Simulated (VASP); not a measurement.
# Pt (P6_3/mmc) in VASP: single point with PBE

Aim: the single point of Pt with PBE.

All numbers are computed with VASP 6.6.1; they aren't measurements. Logs are shortened: lines on timing, memory, paths and dates and some standing lists are left out, and cuts for length are marked.

## Step 1: The cell of the first run

It takes space group P6_3/mmc (No. 194, hexagonal). Conventional cell: a = 2.761 Å, b = 2.761 Å, c = 4.792 Å, α = 90.00°, β = 90.00°, γ = 120.00°. Pt (site symmetry -6m2) has 12 Pt at 2.76 to 2.88 Å within 3.6 Å.

This isn't the form of Pt at room conditions, which is fcc.

## Step 2: Single point, PBE, collinear spin

INCAR reads:

```
PREC = Accurate ; ENCUT = 520
EDIFF = 1E-7 ; ISMEAR = -1
SIGMA = 0.03 ; LREAL = F
LASPH = T ; NELM = 150
ALGO = Normal ; ISIF = 2
LWAVE = F ; LCHARG = T
ISPIN = 2 ; MAGMOM = 0.5 0.5
LORBIT = 11 ; NUPDOWN = 1.0
LMAXMIX = 4 ; GGA = PE
LELF = T ; LVHAR = T
NBANDS = 21
```

KPOINTS reads:

```
regular mesh
0
Gamma
  12 12 6
```

POSCAR reads:

```
Pt
1.0
    2.7606656158      0.0000000000      0.0000000000
   -1.3803328079      2.3908065546      0.0000000000
    0.0000000000      0.0000000000      4.7921340000
Pt
2
Direct
    0.6666666667      0.3333333333      0.7500000000
    0.3333333333      0.6666666667      0.2500000000
```

Potentials or basis: VASP PAW PBE potentials, release 64 (Pt).

Started as:

```sh
$ cat potpaw_PBE.64/Pt/POTCAR > POTCAR
$ mpirun -np 1 vasp_std > vasp.out
```

OUTCAR:

```text
PREC = Accurate
   ENCUT = 520
   EDIFF = 1E-7
   ISMEAR = -1
   LREAL = F
   LASPH = T
   NELM = 150
   ISIF = 2
   ISPIN = 2
   LORBIT = 11
   NUPDOWN = 1.0
   GGA = PE

 ion  position               nearest neighbor table
   1  0.667  0.333  0.750-   2 2.88   2 2.88   2 2.88   2 2.88   2 2.88   2 2.88
   2  0.333  0.667  0.250-   1 2.88   1 2.88   1 2.88   1 2.88   1 2.88   1 2.88

  LATTYP: Found a hexagonal cell.
 ALAT       =     2.7606656158
 C/A-ratio  =     1.7358618054

  Lattice vectors:

 A1 = (   2.7606656158,   0.0000000000,   0.0000000000)
 A2 = (  -1.3803328079,   2.3908065546,   0.0000000000)
 A3 = (   0.0000000000,   0.0000000000,   4.7921340000)

Analysis of symmetry for initial positions (statically):
=====================================================================
 Subroutine PRICEL returns:
 Original cell was already a primitive cell.

 Routine SETGRP: Setting up the symmetry group for a
 hexagonal supercell.

 Subroutine GETGRP returns: Found 24 space group operations
 (whereof 12 operations were pure point group operations)
 out of a pool of 24 trial point group operations.

The static configuration has the point symmetry D_3d.
 The point group associated with its full space group is D_6h.

Analysis of symmetry for dynamics (positions and initial velocities):
=====================================================================
 Subroutine PRICEL returns:
 Original cell was already a primitive cell.

 Routine SETGRP: Setting up the symmetry group for a
 hexagonal supercell.

 Subroutine GETGRP returns: Found 24 space group operations
 (whereof 12 operations were pure point group operations)
 out of a pool of 24 trial point group operations.

The dynamic configuration has the point symmetry D_3d.
 The point group associated with its full space group is D_6h.

Analysis of structural, dynamic, and magnetic symmetry:
=====================================================================
 Subroutine PRICEL returns:
 Original cell was already a primitive cell.

 Routine SETGRP: Setting up the symmetry group for a
 hexagonal supercell.

 Subroutine GETGRP returns: Found 24 space group operations
 (whereof 12 operations were pure point group operations)
 out of a pool of 24 trial point group operations.

The overall configuration has the point symmetry D_3d.
 The point group associated with its full space group is D_6h.

 Subroutine INISYM returns: Found 24 space group operations
 (whereof 12 operations are pure point group operations),
 and found     1 'primitive' translations

----------------------------------------------------------------------------------------

                                     Primitive cell

  volume of cell :      31.6291

  direct lattice vectors                    reciprocal lattice vectors
     2.760665616  0.000000000  0.000000000     0.362231483  0.209134444  0.000000000
    -1.380332808  2.390806555  0.000000000     0.000000000  0.418268888  0.000000000
     0.000000000  0.000000000  4.792134000     0.000000000  0.000000000  0.208675300

  length of vectors
     2.760665616  2.760665616  4.792134000     0.418268888  0.418268888  0.208675300

  position of ions in fractional coordinates (direct lattice)
     0.666666667  0.333333333  0.750000000
     0.333333333  0.666666667  0.250000000

  ion indices of the primitive-cell ions
   primitive index   ion index
                 1           1
                 2           2

----------------------------------------------------------------------------------------

 KPOINTS: regular mesh

Automatic generation of k-mesh.
 Grid dimensions read from file:
 generate k-points for:   12   12    6

 Generating k-lattice:

  Cartesian coordinates                     Fractional coordinates (reciprocal lattice)
     0.030185957  0.017427870  0.000000000     0.083333333  0.000000000  0.000000000
     0.000000000  0.034855741  0.000000000     0.000000000  0.083333333  0.000000000
     0.000000000  0.000000000  0.034779217     0.000000000  0.000000000  0.166666667

  Length of vectors
     0.034855741  0.034855741  0.034779217

  Shift w.r.t. Gamma in fractional coordinates (k-lattice)
     0.000000000  0.000000000  0.000000000

 Subroutine IBZKPT returns following result:
 ===========================================

 Found     76 irreducible k-points:

 Following reciprocal coordinates:
            Coordinates               Weight
  0.000000  0.000000  0.000000      1.000000
  0.083333  0.000000  0.000000      6.000000
  0.166667  0.000000  0.000000      6.000000
  0.250000 -0.000000  0.000000      6.000000
  0.333333  0.000000  0.000000      6.000000
  0.416667  0.000000  0.000000      6.000000
[... 16 lines left out ...]
  0.250000 -0.000000  0.166667     12.000000
  0.333333  0.000000  0.166667     12.000000
 [... further k-points ...]
   k-points           NKPTS =     76   k-points in BZ     NKDIM =     76   number of bands    NBANDS=     21
   number of dos      NEDOS =    301   number of ions     NIONS =      2
   total plane-waves  NPLWV =  20736
   dimension x,y,z NGX =    24 NGY =   24 NGZ =   36
   dimension x,y,z NGXF=    48 NGYF=   48 NGZF=   72
   ions per type =               2
   NGX,Y,Z   is equivalent  to a cutoff of  14.45, 14.45, 12.49 a.u.
   NGXF,Y,Z  is equivalent  to a cutoff of  28.91, 28.91, 24.98 a.u.
 SYSTEM =  unknown system
   PREC   = accura    normal or accurate (medium, high low for compatibility)
   ISTART =      0    job   : 0-new  1-cont  2-samecut
   ICHARG =      2    charge: 1-file 2-atom 10-const
   ISPIN  =      2    spin polarized calculation?
   LNONCOLLINEAR =      F non collinear calculations
   LSORBIT =      F    spin-orbit coupling
   LASPH  =      T    aspherical Exc in radial PAW
   ENCUT  =  520.0 eV  38.22 Ry    6.18 a.u.   5.13  5.13  8.91*2*pi/ulx,y,z
   NELM   =    150;   NELMIN=  2; NELMDL= -5     # of ELM steps
   EDIFF  = 0.1E-06   stopping-criterion for ELM
   LREAL  =      F    real-space projection
   EDIFFG = 0.1E-05   stopping-criterion for IOM
   NSW    =      0    number of steps for IOM
   IBRION =     -1    ionic relax: 0-MD 1-quasi-New 2-CG
   NFREE  =      0    steps in history (QN), initial steepest desc. (CG)
   ISIF   =      2    stress and relaxation
   ISYM   =      2    0-nonsym 1-usesym 2-fastsym
   POTIM  = 0.5000    time-step for ionic-motion
   TEBEG  =    0.0;   TEEND  =   0.0 temperature during run
   PSTRESS=    0.0 pullay stress
   NELECT =      20.0000    total number of electrons
   NUPDOWN=       1.0000    fix difference up-down
   EMIN   =  10.00;   EMAX   =-10.00  energy-range for DOS
   EFERMI =   0.00;   METHOD = LEGACY
   ISMEAR =    -1;   SIGMA  =   0.03  broadening in eV -4-tet -1-fermi 0-gaus
   EFERMI_NEDOS =   21; number of points for ismear=-14 and -15
   IALGO  =     38    algorithm
   IMIX   =      4    mixing-type and parameters
     AMIX     =   0.40;   BMIX     =  1.00
     AMIX_MAG =   1.60;   BMIX_MAG =  1.00
  volume/ion in A,a.u.               =      15.81       106.72
  Fermi-wavevector in a.u.,A,eV,Ry     =   1.405149  2.655347 26.863944  1.974444
  Thomas-Fermi vector in A             =   2.527639
   LORBIT       =     11    0 simple, 1 ext, 2 COOP (PROOUT), +10 PAW based schemes
   GGA     = PE    functional components
   LHFCALC =     F    Hartree Fock is set to
   AEXX    =    0.0000 exact exchange contribution
   IVDW    =     0    specifies the selected vdW correction
   LEPSILON=     F    determine dielectric tensor
   LRPA    =     F    only Hartree local field effects (RPA)
 spin polarized calculation
  energy-cutoff  :      520.00
  volume of cell :       31.63
 maximum number of plane-waves:       864
 NGX is ok and might be reduce to    24
   NGX = 11   NGY = 11   NGZ = 17

 number of electron      20.0000004 magnetization       1.0000000

 Free energy of the ion-electron system (eV)
  ---------------------------------------------------
  ext. energy  EPLUGINS =         0.00000000
  ---------------------------------------------------
  free energy    TOTEN  =       -12.04977789 eV

  energy without entropy =      -12.04237286  energy(sigma->0) =      -12.04607537

 E-fermi :  10.3104     XC(G=0): -13.2004

 val. band max:       10.5086336028   @ k =   0.5000  -0.0000   0.1667
 cond. band min:      10.3237919344   @ k =   0.1667   0.1667   0.1667
 fundamental gap:     -0.1848416684
 Fermi energy:        10.5214678730

 spin component 1

 k-point     1 :       0.0000    0.0000    0.0000
  band No.  band energies     occupation
      1       0.6423      1.00000
      2       3.2201      1.00000
      3       6.2415      1.00000
      4       6.8106      1.00000
      5       6.8106      1.00000
      6       7.1702      1.00000
[... 13 lines left out ...]
     20      32.7056      0.00000
     21      34.0881      0.00000
[... 529 lines left out ...]
 k-point    24 :       0.3333    0.0000    0.1667
  band No.  band energies     occupation
      1       3.4865      1.00000
      2       4.3113      1.00000
      3       5.2587      1.00000
      4       5.9488      1.00000
      5       6.9640      1.00000
      6       7.4846      1.00000
[... 13 lines left out ...]
     20      31.2150      0.00000
     21      32.4575      0.00000

 [... further k-points ...]

 spin component 2

 k-point     1 :       0.0000    0.0000    0.0000
  band No.  band energies     occupation
      1       0.7161      1.00000
      2       3.4298      1.00000
      3       6.6067      1.00000
      4       7.1284      1.00000
      5       7.1284      1.00000
      6       7.4962      1.00000
[... 13 lines left out ...]
     20      32.7686      0.00000
     21      34.1160      0.00000
[... 529 lines left out ...]
 k-point    24 :       0.3333    0.0000    0.1667
  band No.  band energies     occupation
      1       3.6322      1.00000
      2       4.5633      1.00000
      3       5.4756      1.00000
      4       6.2240      1.00000
      5       7.2675      1.00000
      6       7.7905      1.00000
[... 13 lines left out ...]
     20      31.3271      0.00000
     21      32.5454      0.00000

 [... further k-points ...]

------------------------ aborting loop because EDIFF is reached ----------------------------------------

  FORCE on cell =-STRESS in cart. coord.  units (eV):
  Direction    XX          YY          ZZ          XY          YZ          ZX
  --------------------------------------------------------------------------------------
  -------------------------------------------------------------------------------------
  Total        0.2139652      0.2139652     -0.5704868      0.0000000     -0.0000000      0.0000000
  in kB       10.8384321     10.8384321    -28.8980786      0.0000000     -0.0000000      0.0000000
  external PRESSURE =      -2.4070715 kB  Pullay stress =       0.0000000 kB

 VOLUME and BASIS-vectors are now :
 -----------------------------------------------------------------------------
  energy-cutoff  :      520.00
  volume of cell :       31.63
      direct lattice vectors                 reciprocal lattice vectors
     2.760665616  0.000000000  0.000000000     0.362231483  0.209134444  0.000000000
    -1.380332808  2.390806555  0.000000000     0.000000000  0.418268888  0.000000000
     0.000000000  0.000000000  4.792134000     0.000000000  0.000000000  0.208675300

 POSITION                                       TOTAL-FORCE (eV/Angst)
 -----------------------------------------------------------------------------------
      1.38033      0.79694      3.59410         0.000000     -0.000000      0.000000
     -0.00000      1.59387      1.19803        -0.000000      0.000000      0.000000
 -----------------------------------------------------------------------------------
    total drift:                               -0.000000      0.000000     -0.000000

  FREE ENERGIE OF THE ION-ELECTRON SYSTEM (eV)
  ---------------------------------------------------
  free  energy   TOTEN  =       -12.0497778857 eV

  energy  without entropy=      -12.0423728634  energy(sigma->0) =      -12.04607537

 total charge

# of ion       s       p       d       tot
------------------------------------------
    1        0.619   0.556   8.015   9.190
    2        0.619   0.556   8.015   9.190
--------------------------------------------------
tot          1.237   1.113  16.031  18.381

 magnetization (x)

# of ion       s       p       d       tot
------------------------------------------
    1        0.002  -0.006   0.500   0.497
    2        0.002  -0.006   0.500   0.497
--------------------------------------------------
tot          0.005  -0.011   1.001   0.994
```

It took 44 s on 1 thread of Intel Xeon Platinum 8488C (Sapphire Rapids), shared host; peak memory 0.22 GiB.

Results:

| Property | Result |
| --- | --- |
| Free energy | -12.0498 eV |
| Pressure | -0.2 GPa |
| Net moment | 1.00 μB per cell |
| Site moments | Pt +0.50 μB |
| Valence electrons inside the program's atomic spheres | Pt 9.19 |

Stress tensor (GPa, compression positive):
```
 1.08  0.00  0.00
 0.00  1.08  0.00
 0.00  0.00 -2.89
```

Caveat: spin-orbit coupling is left out, which moves the levels of the heavy elements; the total moment is fixed, so each spin has its own Fermi level and the state may be an excited one.
